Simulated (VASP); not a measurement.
Set up this calculation in VASP 6.6.1, as the native input.

- Task: single point
- Functional: PBE
- Dispersion: D3(BJ)
- Potentials or basis: VASP PAW PBE potentials, release 64 (S, Pt)
- Cutoff: 520 eV
- k mesh: 9 × 9 × 1
- Occupations: gaussian, width 0.05 eV
- Spin: no spin polarisation
- Dipole correction: yes
- Further INCAR settings: ALGO = Normal; EDIFF = 1e-06; NBANDS = 31

The structure of PtS2 lies in POSCAR:

```
PtS2
1.0
    3.5415278079      0.0000000000      0.0000000000
   -1.7707639039      3.0670530498      0.0000000000
    0.0000000000      0.0000000000     22.4670615492
S Pt
4 2
Direct
    0.6666666667      0.3333333333      0.2002932155
    0.3333333333      0.6666666667      0.3108341854
    0.6666666667      0.6666666667      0.5218097057
    0.3333333333      1.0000000000      0.6323506756
    0.0000000000      0.0000000000      0.2555637004
    0.0000000000      0.3333333333      0.5770801906
```

This cell differs from its parent crystal: layers slid over each other.

The input as run:

INCAR

```
PREC = Accurate
ENCUT = 520
EDIFF = 1E-6
ISMEAR = 0
SIGMA = 0.05
LREAL = F
LASPH = T
NELM = 60
ALGO = Normal
ISIF = 2
LWAVE = F
LCHARG = F
LDIPOL = T
IDIPOL = 3
DIPOL = 0.5 0.5 0.416
GGA = PE
IVDW = 12
NBANDS = 31
```

KPOINTS

```
Automatic mesh
0
Gamma
  9 9 1
```

Potentials or basis: VASP PAW PBE potentials, release 64 (S, Pt).

The run is started by

```sh
$ cat potpaw_PBE.64/S/POTCAR potpaw_PBE.64/Pt/POTCAR > POTCAR
$ mpirun -np 1 vasp_std > vasp.out
```

It gave:

The largest force is 0.043 eV/Å, the band gap on the k mesh is 1.76 eV (least direct gap 1.84 eV) and the dispersion energy per atom is -0.292 eV.

Caveat: the cell differs from its parent crystal (layers slid over each other); spin-orbit coupling is left out, which moves the levels of the heavy elements.

Wall time 3.1 min on 1 thread of Intel(R) Xeon(R) 6975P-C (Granite Rapids), on a shared host, peak memory 0.51 GiB.
